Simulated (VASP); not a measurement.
A run of VASP 6.6.1 is set up as follows.

File INCAR:

```
ALGO = Normal
EDIFF = 1E-7
ENCUT = 520
GGA = PE
ISIF = 2
ISMEAR = 0
LASPH = T
LCHARG = T
LELF = T
LREAL = F
LVHAR = T
LWAVE = F
NBANDS = 26
NELM = 60
PREC = Accurate
SIGMA = 0.02
```

File KPOINTS:

```
k-points
0
Gamma
  9 9 6
```

File POSCAR:

```
GaN
1.0
    3.2183571298      0.0000000000      0.0000000000
   -1.6091785649      2.7871790328      0.0000000000
    0.0000000000      0.0000000000      5.2431089265
Ga N
2 2
Direct
    0.6666666667      0.3333333333      0.4991348436
    0.3333333333      0.6666666667      0.9991348436
    0.6666666667      0.3333333333      0.8758651564
    0.3333333333      0.6666666667      0.3758651564
```

Potentials or basis: VASP PAW PBE potentials, release 64 (Ga_d, N).

The run is started by

```console
$ cat potpaw_PBE.64/Ga_d/POTCAR potpaw_PBE.64/N/POTCAR > POTCAR
$ mpirun -np 1 vasp_std > vasp.out
```

Predict the band gap on the k mesh.

1.72 eV.

Estimate the pressure.

0.1 GPa.
